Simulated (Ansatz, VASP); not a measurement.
## SiC: VASP beside Ansatz

```xyz
2
Lattice="0.0000 2.5145 1.6344 2.5145 0.0000 1.6344 2.5145 2.5145 0.0000" Properties=species:S:1:pos:R:3 pbc="T T T"
Si    0.0000    0.0000    0.0000
C     3.7717    3.7717    2.4516
```

Alike in both runs: task single point; functional r2SCAN; k mesh 12 × 12 × 12; occupations gaussian, width 0.05 eV; no spin polarisation.

```csv
,VASP,Ansatz
version,VASP 6.6.1,Ansatz 0.2.0
potentials or method,"VASP PAW PBE potentials, release 64 (Si, C), cutoff 520 eV","scalar-relativistic, plane waves, PAW"
valence electrons in the cell,8,8
```

VASP gave:

| Property | Result |
| --- | --- |
| gap on the k mesh at the Fermi level (eV) | none |
| pressure (GPa) | -12.5 |
| traceless stress, the component that is largest in VASP (GPa) | 41.05 |

Task: Which values does Ansatz return?

Result: gap on the k mesh at the Fermi level (eV): none; pressure (GPa): -12.5; traceless stress, the component that is largest in VASP (GPa): 40.91.

VASP's potentials were made for PBE, not for r2SCAN. A gap of «none» marks a metal or a gap that the smearing closes. With one functional, cell and mesh, what is left measures potentials, basis and numerics.
